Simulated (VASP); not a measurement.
# PbO (P6_3/mmc) in VASP: settings compared

Aim: see how the results for PbO move with the level of theory and the settings. Levels: LDA, PBEsol, PBE, r2SCAN. Tasks: single point, relaxation of cell and atoms.

Program: VASP 6.6.1. These are calculated values, not measurements. Logs are shortened: lines on timing, memory, paths and dates and some standing lists are left out, and cuts for length are marked.

### 1 The cell of the first run

The structure is hexagonal, space group P6_3/mmc (No. 194). The conventional cell has a = 4.196 Å, b = 4.196 Å, c = 5.180 Å, α = 90.00°, β = 90.00°, γ = 120.00°. Within 3.2 Å of Pb (site symmetry -6m2) lie 5 O at 2.42 to 2.59 Å. Within 3.2 Å of O (site symmetry -6m2) lie 5 Pb at 2.42 to 2.59 Å.

### 2 Single point, LDA

INCAR

```
SYSTEM = PbO
  PREC = Accurate
  ENCUT = 520
  EDIFF = 1E-6
  ISMEAR = -1
  SIGMA = 0.02
  LREAL = .FALSE.
  LASPH = .TRUE.
  NELM = 100
  ALGO = Normal
  ISIF = 2
  LWAVE = .FALSE.
  LCHARG = .FALSE.
  NBANDS = 28
```

KPOINTS

```
regular mesh
0
G
  6 6 4
  0 0 0
```

POSCAR

```
PbO
1.0
    4.1963708123      0.0000000000      0.0000000000
   -2.0981854062      3.6341637272      0.0000000000
    0.0000000000      0.0000000000      5.1797274898
Pb O
2 2
Direct
    0.3333333333      0.6666666667      0.2500000000
    0.6666666667      0.3333333333      0.7500000000
    0.6666666667      0.3333333333      0.2500000000
    0.3333333333      0.6666666667      0.7500000000
```

Potentials or basis: VASP PAW LDA potentials, release 64 (Pb_d, O).

Launch:

```
$ cat potpaw_LDA.64/Pb_d/POTCAR potpaw_LDA.64/O/POTCAR > POTCAR
$ mpirun -np 1 vasp_std > vasp.out
```

OUTCAR:

```text
SYSTEM = PbO
   PREC = Accurate
   ENCUT = 520
   EDIFF = 1E-6
   ISMEAR = -1
   LREAL = .FALSE.
   LASPH = .TRUE.
   NELM = 100
   ISIF = 2

 ion  position               nearest neighbor table
   1  0.333  0.667  0.250-   3 2.42   3 2.42   3 2.42   4 2.59   4 2.59   2 3.55   2 3.55   2 3.55
                             2 3.55   2 3.55   2 3.55
   2  0.667  0.333  0.750-   4 2.42   4 2.42   4 2.42   3 2.59   3 2.59   1 3.55   1 3.55   1 3.55
                             1 3.55   1 3.55   1 3.55
   3  0.667  0.333  0.250-   1 2.42   1 2.42   1 2.42   2 2.59   2 2.59
   4  0.333  0.667  0.750-   2 2.42   2 2.42   2 2.42   1 2.59   1 2.59

  LATTYP: Found a hexagonal cell.
 ALAT       =     4.1963708123
 C/A-ratio  =     1.2343350294

  Lattice vectors:

 A1 = (   4.1963708123,   0.0000000000,   0.0000000000)
 A2 = (  -2.0981854062,   3.6341637272,   0.0000000000)
 A3 = (   0.0000000000,   0.0000000000,   5.1797274898)

Analysis of symmetry for initial positions (statically):
=====================================================================
 Subroutine PRICEL returns:
 Original cell was already a primitive cell.

 Routine SETGRP: Setting up the symmetry group for a
 hexagonal supercell.

 Subroutine GETGRP returns: Found 24 space group operations
 (whereof 12 operations were pure point group operations)
 out of a pool of 24 trial point group operations.

The static configuration has the point symmetry D_3d.
 The point group associated with its full space group is D_6h.

Analysis of symmetry for dynamics (positions and initial velocities):
=====================================================================
 Subroutine PRICEL returns:
 Original cell was already a primitive cell.

 Routine SETGRP: Setting up the symmetry group for a
 hexagonal supercell.

 Subroutine GETGRP returns: Found 24 space group operations
 (whereof 12 operations were pure point group operations)
 out of a pool of 24 trial point group operations.

The dynamic configuration has the point symmetry D_3d.
 The point group associated with its full space group is D_6h.

 Subroutine INISYM returns: Found 24 space group operations
 (whereof 12 operations are pure point group operations),
 and found     1 'primitive' translations

----------------------------------------------------------------------------------------

                                     Primitive cell

  volume of cell :      78.9924

  direct lattice vectors                    reciprocal lattice vectors
     4.196370812  0.000000000  0.000000000     0.238301152  0.137583234  0.000000000
    -2.098185406  3.634163727  0.000000000     0.000000000  0.275166469  0.000000000
     0.000000000  0.000000000  5.179727490     0.000000000  0.000000000  0.193060350

  length of vectors
     4.196370812  4.196370812  5.179727490     0.275166469  0.275166469  0.193060350

  position of ions in fractional coordinates (direct lattice)
     0.333333333  0.666666667  0.250000000
     0.666666667  0.333333333  0.750000000
     0.666666667  0.333333333  0.250000000
     0.333333333  0.666666667  0.750000000

  ion indices of the primitive-cell ions
   primitive index   ion index
                 1           1
                 2           2
                 3           3
                 4           4

----------------------------------------------------------------------------------------

 KPOINTS: regular mesh

Automatic generation of k-mesh.
 Grid dimensions read from file:
 generate k-points for:    6    6    4

 Generating k-lattice:

  Cartesian coordinates                     Fractional coordinates (reciprocal lattice)
     0.039716859  0.022930539  0.000000000     0.166666667  0.000000000  0.000000000
     0.000000000  0.045861078  0.000000000     0.000000000  0.166666667  0.000000000
     0.000000000  0.000000000  0.048265087     0.000000000  0.000000000  0.250000000

  Length of vectors
     0.045861078  0.045861078  0.048265087

  Shift w.r.t. Gamma in fractional coordinates (k-lattice)
     0.000000000  0.000000000  0.000000000

 Subroutine IBZKPT returns following result:
 ===========================================

 Found     21 irreducible k-points:

 Following reciprocal coordinates:
            Coordinates               Weight
  0.000000  0.000000  0.000000      1.000000
  0.166667  0.000000  0.000000      6.000000
  0.333333 -0.000000  0.000000      6.000000
  0.500000 -0.000000  0.000000      3.000000
  0.166667  0.166667  0.000000      6.000000
  0.333333  0.166667  0.000000     12.000000
[... 13 lines left out ...]
  0.333333  0.166667  0.500000     12.000000
  0.333333  0.333333  0.500000      2.000000
   k-points           NKPTS =     21   k-points in BZ     NKDIM =     21   number of bands    NBANDS=     28
   number of dos      NEDOS =    301   number of ions     NIONS =      4
   total plane-waves  NPLWV =  40960
   dimension x,y,z NGX =    32 NGY =   32 NGZ =   40
   dimension x,y,z NGXF=    64 NGYF=   64 NGZF=   80
   ions per type =               2   2
   NGX,Y,Z   is equivalent  to a cutoff of  12.68, 12.68, 12.84 a.u.
   NGXF,Y,Z  is equivalent  to a cutoff of  25.35, 25.35, 25.68 a.u.
 SYSTEM =  PbO
   PREC   = accura    normal or accurate (medium, high low for compatibility)
   ISTART =      0    job   : 0-new  1-cont  2-samecut
   ICHARG =      2    charge: 1-file 2-atom 10-const
   ISPIN  =      1    spin polarized calculation?
   LNONCOLLINEAR =      F non collinear calculations
   LSORBIT =      F    spin-orbit coupling
   LASPH  =      T    aspherical Exc in radial PAW
   ENCUT  =  520.0 eV  38.22 Ry    6.18 a.u.   7.80  7.80  9.63*2*pi/ulx,y,z
   NELM   =    100;   NELMIN=  2; NELMDL= -5     # of ELM steps
   EDIFF  = 0.1E-05   stopping-criterion for ELM
   LREAL  =      F    real-space projection
   EDIFFG = 0.1E-04   stopping-criterion for IOM
   NSW    =      0    number of steps for IOM
   IBRION =     -1    ionic relax: 0-MD 1-quasi-New 2-CG
   NFREE  =      0    steps in history (QN), initial steepest desc. (CG)
   ISIF   =      2    stress and relaxation
   ISYM   =      2    0-nonsym 1-usesym 2-fastsym
   POTIM  = 0.5000    time-step for ionic-motion
   TEBEG  =    0.0;   TEEND  =   0.0 temperature during run
   PSTRESS=    0.0 pullay stress
   NELECT =      40.0000    total number of electrons
   NUPDOWN=      -1.0000    fix difference up-down
   EMIN   =  10.00;   EMAX   =-10.00  energy-range for DOS
   EFERMI =   0.00;   METHOD = LEGACY
   ISMEAR =    -1;   SIGMA  =   0.02  broadening in eV -4-tet -1-fermi 0-gaus
   EFERMI_NEDOS =   21; number of points for ismear=-14 and -15
   IALGO  =     38    algorithm
   IMIX   =      4    mixing-type and parameters
     AMIX     =   0.40;   BMIX     =  1.00
     AMIX_MAG =   1.60;   BMIX_MAG =  1.00
  volume/ion in A,a.u.               =      19.75       133.27
  Fermi-wavevector in a.u.,A,eV,Ry     =   1.304867  2.465842 23.166356  1.702679
  Thomas-Fermi vector in A             =   2.435775
   LORBIT       =      0    0 simple, 1 ext, 2 COOP (PROOUT), +10 PAW based schemes
   GGA     = CA    functional components
   LHFCALC =     F    Hartree Fock is set to
   AEXX    =    0.0000 exact exchange contribution
   IVDW    =     0    specifies the selected vdW correction
   LEPSILON=     F    determine dielectric tensor
   LRPA    =     F    only Hartree local field effects (RPA)
 non-spin polarized calculation
  energy-cutoff  :      520.00
  volume of cell :       78.99
 maximum number of plane-waves:      2149
 NGX is ok and might be reduce to    32
   NGX = 15   NGY = 15   NGZ = 19

 number of electron      40.0000003 magnetization

 Free energy of the ion-electron system (eV)
  ---------------------------------------------------
  ext. energy  EPLUGINS =         0.00000000
  ---------------------------------------------------
  free energy    TOTEN  =       -23.50420468 eV

  energy without entropy =      -23.50420468  energy(sigma->0) =      -23.50420468

 E-fermi :   6.0691     XC(G=0): -10.3393

 val. band max:        5.6134366472   @ k =   0.3333   0.3333   0.5000
 cond. band min:       6.7566029046   @ k =   0.3333   0.3333   0.5000
 fundamental gap:      1.1431662574
 Fermi energy:         6.0691394688

 k-point     1 :       0.0000    0.0000    0.0000
  band No.  band energies     occupation
      1     -12.5951      2.00000
      2     -12.4296      2.00000
      3     -10.9568      2.00000
      4     -10.9568      2.00000
      5     -10.9079      2.00000
      6     -10.9079      2.00000
[... 20 lines left out ...]
     27      13.9910      0.00000
     28      15.7021      0.00000

 k-point     2 :       0.1667    0.0000    0.0000
  band No.  band energies     occupation
      1     -12.5739      2.00000
      2     -12.4221      2.00000
      3     -10.9685      2.00000
      4     -10.9572      2.00000
      5     -10.8953      2.00000
      6     -10.8831      2.00000
[... 20 lines left out ...]
     27      14.1308      0.00000
     28      15.3679      0.00000

 k-point     3 :       0.3333   -0.0000    0.0000
  band No.  band energies     occupation
      1     -12.5301      2.00000
      2     -12.4248      2.00000
      3     -10.9896      2.00000
      4     -10.9584      2.00000
      5     -10.8639      2.00000
      6     -10.8375      2.00000
[... 20 lines left out ...]
     27      14.4091      0.00000
     28      14.9246      0.00000

 k-point     4 :       0.5000   -0.0000    0.0000
  band No.  band energies     occupation
      1     -12.5031      2.00000
      2     -12.4384      2.00000
      3     -10.9993      2.00000
      4     -10.9591      2.00000
      5     -10.8473      2.00000
      6     -10.8112      2.00000
[... 485 lines left out ...]
     27      15.0947      0.00000
     28      15.0947      0.00000

 k-point    20 :       0.3333    0.1667    0.5000
  band No.  band energies     occupation
      1     -12.2532      2.00000
      2     -12.2532      2.00000
      3     -10.9571      2.00000
      4     -10.9571      2.00000
      5     -10.9013      2.00000
      6     -10.9013      2.00000
[... 20 lines left out ...]
     27      15.7045      0.00000
     28      15.7045      0.00000

 k-point    21 :       0.3333    0.3333    0.5000
  band No.  band energies     occupation
      1     -12.2460      2.00000
      2     -12.2460      2.00000
      3     -10.9667      2.00000
      4     -10.9667      2.00000
      5     -10.8904      2.00000
      6     -10.8904      2.00000
[... 20 lines left out ...]
     27      16.2620      0.00000
     28      16.2620      0.00000

------------------------ aborting loop because EDIFF is reached ----------------------------------------

  FORCE on cell =-STRESS in cart. coord.  units (eV):
  Direction    XX          YY          ZZ          XY          YZ          ZX
  --------------------------------------------------------------------------------------
  -------------------------------------------------------------------------------------
  Total        0.0979220      0.0979220      0.0746182     -0.0000000      0.0000000     -0.0000000
  in kB        1.9861196      1.9861196      1.5134565     -0.0000000      0.0000000     -0.0000000
  external PRESSURE =       1.8285652 kB  Pullay stress =       0.0000000 kB

 VOLUME and BASIS-vectors are now :
 -----------------------------------------------------------------------------
  energy-cutoff  :      520.00
  volume of cell :       78.99
      direct lattice vectors                 reciprocal lattice vectors
     4.196370812  0.000000000  0.000000000     0.238301152  0.137583234  0.000000000
    -2.098185406  3.634163727  0.000000000     0.000000000  0.275166469  0.000000000
     0.000000000  0.000000000  5.179727490     0.000000000  0.000000000  0.193060350

 POSITION                                       TOTAL-FORCE (eV/Angst)
 -----------------------------------------------------------------------------------
     -0.00000      2.42278      1.29493         0.000000      0.000000     -0.000000
      2.09819      1.21139      3.88480         0.000000      0.000000     -0.000000
      2.09819      1.21139      1.29493        -0.000000      0.000000     -0.000000
     -0.00000      2.42278      3.88480        -0.000000     -0.000000      0.000000
 -----------------------------------------------------------------------------------
    total drift:                               -0.000000      0.000000      0.000000

  FREE ENERGIE OF THE ION-ELECTRON SYSTEM (eV)
  ---------------------------------------------------
  free  energy   TOTEN  =       -23.5042046770 eV

  energy  without entropy=      -23.5042046770  energy(sigma->0) =      -23.50420468
```

Run time: 34 s. Hardware: 1 thread of Intel Xeon Platinum 8488C (Sapphire Rapids), shared host; peak memory 0.18 GiB.

Results:

- Free energy: -23.5042 eV
- Pressure: 0.2 GPa
- Band gap on the k mesh: 1.14 eV, direct

Caveat: spin-orbit coupling is left out, which moves the levels of the heavy elements.

(Continued in part 2 of 3.)
